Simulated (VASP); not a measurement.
Crystal: Sb2Pt.

```
Sb Pt
1.0
     6.44230    0.00000    0.00000
     0.00000    6.44230    0.00000
     0.00000    0.00000    6.44230
Sb Pt
8 4
Direct
  0.37530 0.37530 0.37530
  0.12470 0.62470 0.87530
  0.87530 0.12470 0.62470
  0.62470 0.87530 0.12470
  0.62470 0.62470 0.62470
  0.87530 0.37530 0.12470
  0.12470 0.87530 0.37530
  0.37530 0.12470 0.87530
  0.00000 0.00000 0.00000
  0.50000 0.00000 0.50000
  0.50000 0.50000 0.00000
  0.00000 0.50000 0.50000
```

* Program: VASP 6.6.1
* Task: relaxation of cell and atoms
* Functional: PBE
* Potentials or basis: VASP PAW PBE potentials, release 64 (Sb, Pt)
* Cutoff: 600 eV
* k mesh: 4 × 4 × 4
* Occupations: fermi-dirac, width 0.02 eV
* Spin: no spin polarisation

At the start: pressure 6.0 GPa; volume 22.28 Å³/atom.

**Question.** How do energy, volume and symmetry change on relaxing?

**Answer.** Over 6 steps the energy falls by 20.6 meV/atom and the volume is 23.41 Å³/atom (+5.1 %); space group Pa-3 (No. 205, to 0.1 Å) before and after.

The path:
```csv
step,energy change (eV),largest force (eV/Å),pressure (GPa),volume (Å³)
1,0.0000,0.1623,6.01,267.38
2,0.1652,0.0807,-6.13,301.03
3,-0.2463,0.0429,-0.10,281.29
4,-0.2464,0.0450,0.01,281.01
5,-0.2469,0.0189,0.02,280.96
6,-0.2470,0.0007,0.03,280.93
```

Final structure:
```
Sb Pt
1.0
     6.54934    0.00000    0.00000
     0.00000    6.54934    0.00000
     0.00000    0.00000    6.54934
Sb Pt
8 4
Cartesian
  2.4541 2.4541 2.4541
  0.8206 4.0953 5.7288
  5.7288 0.8206 4.0953
  4.0953 5.7288 0.8206
  4.0953 4.0953 4.0953
  5.7288 2.4541 0.8206
  0.8206 5.7288 2.4541
  2.4541 0.8206 5.7288
  0.0000 0.0000 0.0000
  3.2747 0.0000 3.2747
  3.2747 3.2747 0.0000
  0.0000 3.2747 3.2747
```
